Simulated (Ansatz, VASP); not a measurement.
Zr3ZnN2 in VASP and in Ansatz

File INCAR:

```
PREC     = Accurate       # precision mode
ENCUT    = 520            # plane-wave cutoff, eV
EDIFF    = 1E-6           # SCF threshold, eV
ISMEAR   = 0              # smearing method
SIGMA    = 0.1            # smearing width, eV
LREAL    = F              # projectors in reciprocal space
LASPH    = T              # aspherical terms in the spheres
NELM     = 80             # most SCF steps
ALGO     = Normal         # electronic algorithm
ISIF     = 2              # what is computed and relaxed
LWAVE    = F              # write WAVECAR
LCHARG   = F              # write CHGCAR
GGA      = PE             # functional
NBANDS   = 38             # bands
```

File KPOINTS:

```
regular mesh
0
Gamma
  6 6 4
```

File POSCAR:

```
Zr3ZnN2
1.0
    5.4654724800      0.0000000000      0.0000000000
   -2.7327362400      4.7332380200      0.0000000000
    0.0000000000      0.0000000000      3.7545888000
Zr Zn N
3 1 2
Direct
    0.6189273100      0.0000000000      0.0000000000
    0.0000000000      0.6189273100      0.0000000000
    0.3810726900      0.3810726900      0.0000000000
    0.0000000000      0.0000000000      0.0000000000
    0.3333333300      0.6666666700      0.5000000000
    0.6666666700      0.3333333300      0.5000000000
```

Input for Ansatz:

```yaml
crystal:
  lattice:
    - [5.46547248, 0.0, 0.0]
    - [-2.73273624, 4.73323802, 0.0]
    - [0.0, 0.0, 3.7545888]
  atoms:
    - { symbol: Zr, position: [0.61892731, 0.0, 0.0] }
    - { symbol: Zr, position: [0.0, 0.61892731, 0.0] }
    - { symbol: Zr, position: [0.38107269, 0.38107269, 0.0] }
    - { symbol: Zn, position: [0.0, 0.0, 0.0] }
    - { symbol: "N", position: [0.33333333, 0.66666667, 0.5] }
    - { symbol: "N", position: [0.66666667, 0.33333333, 0.5] }
basis:
  ecutwfc: 420
kpoints:
  mp_grid: { grid: [6, 6, 4] }
hamiltonian:
  xc: pbe
scf:
  occupations: { method: gaussian, width: 0.1 }
  lower_state_search: "off"
output:
  forces: true
  stress: true
  eigenvalues: true
```

Alike in both runs: task single point; functional PBE; k mesh 6 × 6 × 4; occupations gaussian, width 0.1 eV; no spin polarisation.

|  | VASP | Ansatz |
| --- | --- | --- |
| version | VASP 6.6.1 | Ansatz 0.2.0 |
| potentials or method | VASP PAW PBE potentials, release 64 (Zr_sv, Zn, N), cutoff 520 eV | scalar-relativistic, plane waves, PAW |
| valence electrons in the cell | 58 | 58 |

|  | VASP | Ansatz | Ansatz less VASP |
| --- | --- | --- | --- |
| gap on the k mesh at the Fermi level (eV) | none | none | - |
| pressure (GPa) | 14.7 | 14.1 | -0.56 |
| traceless stress, the component that is largest in VASP (GPa) | -66.12 | -65.54 | +0.582 |
| rms of the force components (eV/Å) | 3.660 | 3.597 | -0.0634 |

Atom by atom the forces differ by 0.063 eV/Å (rms over components). A gap of «none» marks a metal or a gap that the smearing closes.

The k mesh is coarse, so the values compare programs but aren't converged.
